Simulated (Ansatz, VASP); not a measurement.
One calculation of Co, two programs

Contents of INCAR:

```
PREC = Accurate
ENCUT = 520
EDIFF = 1E-8
ISMEAR = -1
SIGMA = 0.05
LREAL = False
LASPH = True
NELM = 150
ALGO = Normal
ISIF = 2
LWAVE = False
LCHARG = False
ISPIN = 2
MAGMOM = 2 2
LORBIT = 11
LMAXMIX = 4
GGA = PE
LEFG = True
NBANDS = 20
```

Contents of KPOINTS:

```
regular mesh
0
Gamma
  19 19 10
```

File POSCAR:

```
Co
1.0
    2.4434308433      0.0000000000      0.0000000000
   -1.2217154217      2.1160731828      0.0000000000
    0.0000000000      0.0000000000      4.0910000000
Co
2
Direct
    0.3333333333      0.6666666667      0.2500000000
    0.6666666667      0.3333333333      0.7500000000
```

Input for Ansatz:

```yaml
crystal:
  lattice:
    - [2.4434308433, 0.0, 0.0]
    - [-1.2217154217, 2.1160731828, 0.0]
    - [0.0, 0.0, 4.091]
  atoms:
    - { symbol: Co, position: [0.3333333333, 0.6666666667, 0.25], spin: 2.0 }
    - { symbol: Co, position: [0.6666666667, 0.3333333333, 0.75], spin: 2.0 }
magnetization:
  spin_polarized: true
kpoints:
  mp_grid: { grid: [19, 19, 10] }
scf:
  occupations: { method: fermi_dirac, width: 0.05 }
hamiltonian:
  xc: pbe
  pseudopotentials: { kind: all_electron, datasets: crystal }
output:
  forces: true
  stress: true
  eigenvalues: true
  efg: { contact_densities: true }
```

Change from the starting cell: equal xx and yy strain of -3 %, crystal datasets.

Alike in both runs: task electric field gradients; functional PBE; k mesh 19 × 19 × 10; occupations fermi-dirac, width 0.05 eV; collinear spin.

|  | VASP | Ansatz |
| --- | --- | --- |
| version | VASP 6.6.1 | Ansatz 0.2.0 |
| potentials or method | VASP PAW PBE potentials, release 64 (Co), cutoff 520 eV | all-electron PAW with datasets made for the crystal, scalar-relativistic |

```csv
,VASP,Ansatz,Ansatz less VASP
pressure (GPa),5.4,6.2,+0.81
"traceless stress, the component that is largest in VASP (GPa)",-7.49,-7.61,-0.127
net moment per atom (μB),1.58,1.59,+0.010
size of the moment on the site where the two differ most (μB),1.60,1.67,+0.068
size of Vzz on the site where it differs most (V/Å²),7.0,5.2,-1.79
```

Site moments also hang on the region over which each program counts them. Ansatz ran all-electron here, and VASP with PAW potentials.
